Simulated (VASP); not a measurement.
# CoO (C2/m) in VASP: electric field gradients with LDA

Aim: the electric field gradients of CoO with LDA.

Everything below comes from runs of VASP 6.6.1. Logs are shortened: lines on timing, memory, paths and dates and some standing lists are left out, and cuts for length are marked.

## Step 1: The cell of the first run

The typed cell holds 2 atoms: a = 3.021 Å, b = 3.021 Å, c = 3.039 Å, α = 120.29°, β = 120.29°, γ = 91.53°.

## Step 2: Electric field gradients, LDA, collinear spin, ferromagnetic start (equal xy, yz and zx shear strains of -3 %)

File INCAR:

```
ALGO = Normal
EDIFF = 1E-8
ENCUT = 520
GGA = CA
ISIF = 2
ISMEAR = -1
ISPIN = 2
LASPH = True
LCHARG = False
LEFG = True
LMAXMIX = 4
LORBIT = 11
LREAL = False
LWAVE = False
MAGMOM = 2 0
NBANDS = 18
NELM = 150
PREC = Accurate
SIGMA = 0.03
```

File KPOINTS:

```
k-points
0
Gamma
  13 13 15
```

File POSCAR:

```
CoO
1.0
   -1.5622289045      1.4990114059      2.1072499549
    1.4990114059     -1.5622289045      2.1072499549
    1.5169888999      1.5169888999     -2.1524899595
Co O
1 1
Direct
    0.0000000000      0.0000000000      0.0000000000
    0.5000000000      0.5000000000      0.0000000000
```

Potentials or basis: VASP PAW LDA potentials, release 64 (Co, O).

Launch:

```console
$ cat potpaw_LDA.64/Co/POTCAR potpaw_LDA.64/O/POTCAR > POTCAR
$ mpirun -np 1 vasp_std > vasp.out
```

OUTCAR:

```text
EDIFF = 1E-8
   ENCUT = 520
   GGA = CA
   ISIF = 2
   ISMEAR = -1
   ISPIN = 2
   LASPH = True
   LORBIT = 11
   LREAL = False
   NELM = 150
   PREC = Accurate

 ion  position               nearest neighbor table
   1  0.000  0.000  0.000-   2 2.10   2 2.10   2 2.11   2 2.11   2 2.16   2 2.16
   2  0.500  0.500  0.000-   1 2.10   1 2.10   1 2.11   1 2.11   1 2.16   1 2.16

  Warning from LATTYP: Got some problem with cell dimensions!
  Tried to take original basis but could not verify dimensions!
  LATTYP: Found a base centered monoclinic cell.
 ALAT       =     4.2022636955
 B/A-ratio  =     1.0302179678
 C/A-ratio  =     0.6929207663
 COS(beta)  =    -0.6906532873

  Lattice vectors:

 A1 = (  -3.0160003058,   0.0452400046,   0.0452400046)
 A2 = (   0.0452400046,  -3.0160003058,   0.0452400046)
 A3 = (   1.4537714013,   1.4537714013,   2.0620099503)

Analysis of symmetry for initial positions (statically):
=====================================================================
 Subroutine PRICEL returns:
 Original cell was already a primitive cell.

 Routine SETGRP: Setting up the symmetry group for a
 base centered monoclinic supercell.

 Subroutine GETGRP returns: Found  4 space group operations
 (whereof  4 operations were pure point group operations)
 out of a pool of  4 trial point group operations.

The static configuration has the point symmetry C_2h.

Analysis of symmetry for dynamics (positions and initial velocities):
=====================================================================
 Subroutine PRICEL returns:
 Original cell was already a primitive cell.

 Routine SETGRP: Setting up the symmetry group for a
 base centered monoclinic supercell.

 Subroutine GETGRP returns: Found  4 space group operations
 (whereof  4 operations were pure point group operations)
 out of a pool of  4 trial point group operations.

The dynamic configuration has the point symmetry C_2h.

Analysis of structural, dynamic, and magnetic symmetry:
=====================================================================
 Subroutine PRICEL returns:
 Original cell was already a primitive cell.

 Routine SETGRP: Setting up the symmetry group for a
 base centered monoclinic supercell.

 Subroutine GETGRP returns: Found  4 space group operations
 (whereof  4 operations were pure point group operations)
 out of a pool of  4 trial point group operations.

The overall configuration has the point symmetry C_2h.

 Subroutine INISYM returns: Found  4 space group operations
 (whereof  4 operations are pure point group operations),
 and found     1 'primitive' translations

----------------------------------------------------------------------------------------

                                     Primitive cell

  volume of cell :      19.1550

  direct lattice vectors                    reciprocal lattice vectors
    -1.562228904  1.499011406  2.107249955     0.008666513  0.335331492  0.242436046
     1.499011406 -1.562228904  2.107249955     0.335331492  0.008666513  0.242436046
     1.516988900  1.516988900 -2.152489959     0.336768019  0.336768019  0.010103041

  length of vectors
     3.021274022  3.021274022  3.039033345     0.413881087  0.413881087  0.476369047

  position of ions in fractional coordinates (direct lattice)
     0.000000000  0.000000000  0.000000000
     0.500000000  0.500000000  1.000000000

  ion indices of the primitive-cell ions
   primitive index   ion index
                 1           1
                 2           2

[... 68 lines left out ...]
   LASPH  =      T    aspherical Exc in radial PAW
   ENCUT  =  520.0 eV  38.22 Ry    6.18 a.u.   5.62  5.62  5.65*2*pi/ulx,y,z
   NELM   =    150;   NELMIN=  2; NELMDL= -5     # of ELM steps
   EDIFF  = 0.1E-07   stopping-criterion for ELM
   LREAL  =      F    real-space projection
   EDIFFG = 0.1E-06   stopping-criterion for IOM
   NSW    =      0    number of steps for IOM
   IBRION =     -1    ionic relax: 0-MD 1-quasi-New 2-CG
   NFREE  =      0    steps in history (QN), initial steepest desc. (CG)
   ISIF   =      2    stress and relaxation
   ISYM   =      2    0-nonsym 1-usesym 2-fastsym
   POTIM  = 0.5000    time-step for ionic-motion
   TEBEG  =    0.0;   TEEND  =   0.0 temperature during run
   PSTRESS=    0.0 pullay stress
   NELECT =      15.0000    total number of electrons
   NUPDOWN=      -1.0000    fix difference up-down
   EMIN   =  10.00;   EMAX   =-10.00  energy-range for DOS
   EFERMI =   0.00;   METHOD = LEGACY
   ISMEAR =    -1;   SIGMA  =   0.03  broadening in eV -4-tet -1-fermi 0-gaus
   EFERMI_NEDOS =   21; number of points for ismear=-14 and -15
   IALGO  =     38    algorithm
   IMIX   =      4    mixing-type and parameters
     AMIX     =   0.40;   BMIX     =  1.00
     AMIX_MAG =   1.60;   BMIX_MAG =  1.00
  volume/ion in A,a.u.               =       9.58        64.63
  Fermi-wavevector in a.u.,A,eV,Ry     =   1.508960  2.851521 30.979922  2.276960
  Thomas-Fermi vector in A             =   2.619345
   LORBIT       =     11    0 simple, 1 ext, 2 COOP (PROOUT), +10 PAW based schemes
   GGA     = CA    functional components
   LHFCALC =     F    Hartree Fock is set to
   AEXX    =    0.0000 exact exchange contribution
   IVDW    =     0    specifies the selected vdW correction
   LEPSILON=     F    determine dielectric tensor
   LRPA    =     F    only Hartree local field effects (RPA)
 spin polarized calculation
  energy-cutoff  :      520.00
  volume of cell :       19.16
 maximum number of plane-waves:       533
   NGX = 11   NGY = 11   NGZ = 11

 number of electron      15.0000001 magnetization       2.6832537

 Free energy of the ion-electron system (eV)
  ---------------------------------------------------
  ext. energy  EPLUGINS =         0.00000000
  ---------------------------------------------------
  free energy    TOTEN  =       -14.67378450 eV

  energy without entropy =      -14.66154169  energy(sigma->0) =      -14.66766309

 E-fermi :   7.7574     XC(G=0): -12.9378

 val. band max:        7.7559215762   @ k =  -0.2308   0.3077   0.2000
 cond. band min:       7.7580180912   @ k =   0.3846   0.3846   0.2667
 fundamental gap:      0.0020965150
 Fermi energy:         7.7574099683

 spin component 1

 k-point     1 :       0.0000    0.0000    0.0000
  band No.  band energies     occupation
      1     -12.4004      1.00000
      2       4.2443      1.00000
      3       4.4676      1.00000
      4       4.5430      1.00000
      5       4.6728      1.00000
      6       4.7755      1.00000
[... 493 lines left out ...]
     17      34.1938      0.00000
     18      35.7084      0.00000

 [... further k-points ...]

 spin component 2

 k-point     1 :       0.0000    0.0000    0.0000
  band No.  band energies     occupation
      1     -11.9354      1.00000
      2       4.7431      1.00000
      3       5.0148      1.00000
      4       5.0621      1.00000
      5       6.5099      1.00000
      6       6.5935      1.00000
[... 493 lines left out ...]
     17      34.5508      0.00000
     18      36.2106      0.00000

 [... further k-points ...]

------------------------ aborting loop because EDIFF is reached ----------------------------------------

  FORCE on cell =-STRESS in cart. coord.  units (eV):
  Direction    XX          YY          ZZ          XY          YZ          ZX
  --------------------------------------------------------------------------------------
  -------------------------------------------------------------------------------------
  Total       -2.3488413     -2.3488413     -2.4079467     -0.0847617     -0.0077137     -0.0077155
  in kB     -196.4633872   -196.4633872   -201.4071224     -7.0896964     -0.6451907     -0.6453430
  external PRESSURE =    -198.1112989 kB  Pullay stress =       0.0000000 kB

 VOLUME and BASIS-vectors are now :
 -----------------------------------------------------------------------------
  energy-cutoff  :      520.00
  volume of cell :       19.16
      direct lattice vectors                 reciprocal lattice vectors
    -1.562228904  1.499011406  2.107249955     0.008666513  0.335331492  0.242436046
     1.499011406 -1.562228904  2.107249955     0.335331492  0.008666513  0.242436046
     1.516988900  1.516988900 -2.152489959     0.336768019  0.336768019  0.010103041

 POSITION                                       TOTAL-FORCE (eV/Angst)
 -----------------------------------------------------------------------------------
      0.00000      0.00000      0.00000         0.000000     -0.000000      0.000000
     -0.03161     -0.03161      2.10725        -0.000000      0.000000      0.000000
 -----------------------------------------------------------------------------------
    total drift:                               -0.000000      0.000000     -0.000000

  FREE ENERGIE OF THE ION-ELECTRON SYSTEM (eV)
  ---------------------------------------------------
  free  energy   TOTEN  =       -14.6737844971 eV

  energy  without entropy=      -14.6615416852  energy(sigma->0) =      -14.66766309

 Electric field gradients (V/A^2)
---------------------------------------------------------------------
 ion       V_xx      V_yy      V_zz      V_xy      V_xz      V_yz
---------------------------------------------------------------------
   1      -0.343    -0.343     0.687     2.052    -1.948    -1.948
   2      -0.786    -0.786     1.572     3.498    -4.591    -4.591
---------------------------------------------------------------------

 Electric field gradients after diagonalization (V/A^2)
 (convention: |V_zz| > |V_xx| > |V_yy|)
----------------------------------------------------------------------
 ion       V_xx      V_yy      V_zz     asymmetry (V_yy - V_xx)/ V_zz
----------------------------------------------------------------------
   1      -2.395    -1.604     3.999       0.198
   2      -4.375    -4.285     8.660       0.010
----------------------------------------------------------------------

           NMR quadrupolar parameters

 Cq : quadrupolar parameter    Cq=e*Q*V_zz/h
 eta: asymmetry parameters     (V_yy - V_xx)/ V_zz
 Q  : nuclear electric quadrupole moment in mb (millibarn)
----------------------------------------------------------------------
 ion       Cq(MHz)       eta       Q (mb)
----------------------------------------------------------------------
   1       0.010       0.198       1.000
   2       0.021       0.010       1.000
----------------------------------------------------------------------

 total charge

# of ion       s       p       d       tot
------------------------------------------
    1        0.299   0.364   7.197   7.860
    2        1.546   3.381   0.000   4.928
--------------------------------------------------
tot          1.846   3.745   7.197  12.788

 magnetization (x)

# of ion       s       p       d       tot
------------------------------------------
    1        0.019   0.017   2.312   2.349
    2        0.028   0.249   0.000   0.277
--------------------------------------------------
tot          0.047   0.266   2.312   2.626
```

Run time: 15 min. Hardware: 1 thread of AMD EPYC 9755, shared host; peak memory 0.39 GiB.

What came out:

```
Free energy                                           : -14.6738 eV
Pressure                                              : -19.8 GPa
Net moment                                            : 2.68 μB per cell
Site moments                                          : Co +2.35; O +0.28 μB
Largest electric field gradient by atom               : Co +4.0; O +8.7 V/Å²
Valence electrons inside the program's atomic spheres : Co 7.86; O 4.93
```

Electric field gradients, principal values (V/Å²):
| atom | least | middle | greatest (by size) |
| --- | --- | --- | --- |
| 1 Co | -1.604 | -2.395 | 3.999 |
| 2 O | -4.285 | -4.375 | 8.660 |

Caveat: the cell differs from its parent crystal (equal xy, yz and zx shear strains of -3 %); the cell stands under tension; without QUAD_EFG the Cq values of the log hold for a quadrupole moment of 1 mb, not for the nuclei; a cell with one magnetic atom can't hold antiferromagnetic order, which such compounds often take; semilocal functionals often make such compounds metallic where correlation or magnetic order opens a gap, which also shifts bond lengths.
